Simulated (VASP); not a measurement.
Here is a VASP 6.6.1 calculation.

File INCAR:

```
  PREC = Accurate
  ENCUT = 520
  EDIFF = 1E-6
  ISMEAR = 0
  SIGMA = 0.02
  LREAL = Auto
  LASPH = T
  NELM = 100
  ALGO = Normal
  ISIF = 2
  LWAVE = F
  LCHARG = F
  GGA = PE
  NELECT = 130.0
  NBANDS = 82
```

File KPOINTS:

```
Automatic mesh
0
Gamma
  2 2 2
  0.5 0.5 0.5
```

POSCAR

```
Si8HO16
1.0
    5.0262973466     -5.0262973466      0.0000000000
   -5.0262973466     -5.0262973466      0.0000000000
    0.0000000000      0.0000000000     -7.3717411790
Si O H
8 16 1
Direct
   -0.0085895237      0.4926641480      0.4802646911
    0.5293856126      0.5290356532     -0.0221559596
    0.4745866262      0.9818707808      0.5196203864
   -0.0132545879      1.0248003938     -0.0028352867
    0.7079332468      0.2453551621      0.2540839341
    0.2507227315      0.2661840133      0.7560524528
    0.2432183008      0.7538560174      0.2299528644
    0.7478902939      0.7427841496      0.7611869250
    0.8765259387      0.3195714239      0.3868976041
    0.4337425444      0.3574173743      0.8534401639
    0.3793562872      0.8135042991      0.3995856513
    0.9286875961      0.8815799573      0.8383589236
    0.8008610956      0.1057985557      0.1024770107
    0.3099010848      0.0791395679      0.6416801520
    0.3634279618      0.6700347727      0.0605497384
    0.8475551099      0.6198720022      0.5958812027
    0.5803481766      0.4072304838      0.1663749405
    0.1559673943      0.4133642235      0.6137065708
    0.1271035030      0.9343555855      0.1514686928
    0.6444058671      0.9220591581      0.6516271914
    0.5577747011      0.1303626616      0.3756237411
    0.0974097763      0.2057768231      0.9095396647
    0.0919664055      0.6049273034      0.3134045192
    0.7452899703      0.6165385345      0.9556704215
    0.5261849464      0.6514829454      0.7575438237
```

Potentials or basis: VASP PAW PBE potentials, release 64 (Si, O, H).

Command:

```bash
$ cat potpaw_PBE.64/Si/POTCAR potpaw_PBE.64/O/POTCAR potpaw_PBE.64/H/POTCAR > POTCAR
$ mpirun -np 1 vasp_std > vasp.out
```

Problem. Predict the largest force.

Solution. 0.068 eV/Å.

Forces on the atoms (eV/Å):
```
Si   0.036 -0.001  0.010
Si  -0.025  0.049 -0.025
Si  -0.003  0.039  0.008
Si  -0.021 -0.024 -0.024
Si   0.003  0.026 -0.022
Si   0.002  0.000  0.006
Si  -0.009  0.003 -0.005
Si   0.031 -0.046  0.040
O   -0.005  0.005  0.005
O    0.007 -0.024 -0.009
O   -0.008 -0.005  0.013
O    0.013  0.034  0.021
O    0.000 -0.003 -0.005
O   -0.011 -0.005  0.010
O    0.023 -0.001  0.007
O   -0.043 -0.003  0.013
O   -0.021 -0.014  0.028
O   -0.023  0.011 -0.025
O   -0.004  0.003  0.010
O    0.013 -0.006 -0.049
O    0.027 -0.014 -0.004
O    0.003  0.003  0.001
O    0.008 -0.002 -0.002
O    0.015 -0.020 -0.014
H   -0.007 -0.005  0.011
```

Caveat: the cell carries a net charge on a neutralising background, which shifts energy and pressure.
